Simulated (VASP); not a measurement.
Set up this calculation in VASP 6.6.1, as the native input.

```yaml
Task: single point
Functional: PBE
Potentials_or_basis: VASP PAW PBE potentials, release 64 (W_sv)
Cutoff: 520 eV
k_mesh: 13 × 13 × 1
Occupations: gaussian, width 0.1 eV
Spin: no spin polarisation
Dipole_correction: yes
Further_INCAR_settings: ALGO = Fast; EDIFF = 1e-06; NBANDS = 43
```

The structure of W lies in POSCAR:

```
W
1.0
    2.7570465660      0.0000000000      0.0000000000
   -0.9190155220      2.5993684305      0.0000000000
    0.0000000000      0.0000000000     24.0044763784
W
5
Direct
    0.5000000000      0.5000000000      0.3157005422
    0.0000000000      0.0000000000      0.4060210061
    0.5000000000      0.5000000000      0.4999999967
    0.0000000000      0.0000000000      0.5939789962
    0.5000000000      0.5000000000      0.6842994588
```

The input as run:

INCAR

```
PREC = Accurate
ENCUT = 520
EDIFF = 1E-6
ISMEAR = 0
SIGMA = 0.1
LREAL = F
LASPH = T
NELM = 80
ALGO = Fast
ISIF = 2
LWAVE = F
LCHARG = F
LDIPOL = T
IDIPOL = 3
DIPOL = 0.5 0.5 0.500
GGA = PE
NBANDS = 43
```

KPOINTS

```
regular mesh
0
Gamma
  13 13 1
```

Potentials or basis: VASP PAW PBE potentials, release 64 (W_sv).

Command:

```bash
$ cat potpaw_PBE.64/W_sv/POTCAR > POTCAR
$ mpirun -np 1 vasp_std > vasp.out
```

It gave:

The largest force is 0.053 eV/Å. The band gap on the k mesh is zero (bands 35 and 36 overlap by 1.87 eV).

Caveat: spin-orbit coupling is left out, which moves the levels of the heavy elements.

Wall time 7.3 min on 1 thread of AMD EPYC 9R45 (Zen 5), on a shared host, peak memory 0.43 GiB.
